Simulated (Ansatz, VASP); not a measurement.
**One calculation of Ge, two programs**

The input INCAR:

```
  PREC = Accurate
  ENCUT = 520
  EDIFF = 1E-6
  ISMEAR = -1
  SIGMA = 0.02
  LREAL = False
  LASPH = True
  NELM = 80
  ALGO = Normal
  ISIF = 2
  LWAVE = False
  LCHARG = False
  LDIPOL = True
  IDIPOL = 3
  DIPOL = 0.5 0.5 0.500
  GGA = CA
  NBANDS = 51
```

Contents of KPOINTS:

```
Automatic mesh
0
Gamma
  8 8 1
```

POSCAR

```
Ge
1.0
    3.9752393773      0.0000000000      0.0000000000
    0.0000000000      3.9752393773      0.0000000000
    0.0000000000      0.0000000000     23.0273000000
Ge
6
Direct
    0.7500000000      0.0000000000      0.3474137914
    0.2500000000      0.0000000000      0.4084482749
    0.2500000000      0.5000000000      0.4694827583
    0.7500000000      0.5000000000      0.5305172417
    0.7500000000      0.0000000000      0.5915517251
    0.2500000000      0.0000000000      0.6525862086
```

Input for Ansatz:

```yaml
crystal:
  lattice:
    - [3.9752393773, 0.0, 0.0]
    - [0.0, 3.9752393773, 0.0]
    - [0.0, 0.0, 23.0273]
  atoms:
    - { symbol: Ge, position: [0.75, 0.0, 0.3474137914] }
    - { symbol: Ge, position: [0.25, 0.0, 0.4084482749] }
    - { symbol: Ge, position: [0.25, 0.5, 0.4694827583] }
    - { symbol: Ge, position: [0.75, 0.5, 0.5305172417] }
    - { symbol: Ge, position: [0.75, 0.0, 0.5915517251] }
    - { symbol: Ge, position: [0.25, 0.0, 0.6525862086] }
kpoints:
  mp_grid: { grid: [8, 8, 1] }
scf:
  occupations: { method: fermi_dirac, width: 0.02 }
hamiltonian:
  xc: lda
  pseudopotentials: { kind: paw }
output:
  forces: true
  stress: true
  eigenvalues: true
  populations: true
efield:
  axis: 3
  amplitude: 0
  dipole_correction: true
```

Alike in both runs: task single point; functional LDA; k mesh 8 × 8 × 1; occupations fermi-dirac, width 0.02 eV; no spin polarisation.

|  | VASP | Ansatz |
| --- | --- | --- |
| version | VASP 6.6.1 | Ansatz 0.2.0 |
| potentials or method | VASP PAW LDA potentials, release 64 (Ge_d) | PAW with Ansatz's default frozen-core files, scalar-relativistic |
| plane-wave cutoff (eV) | 520 | 420 |
| valence electrons in the cell | 84 | 84 |

```csv
,VASP,Ansatz,Ansatz less VASP
rms of the force components (eV/Å),0.024,0.021,-0.0032
```

LDA's correlation is that of Perdew and Zunger in VASP and of Perdew and Wang (1992) in Ansatz. Atom by atom the forces differ by 0.007 eV/Å (rms over components).
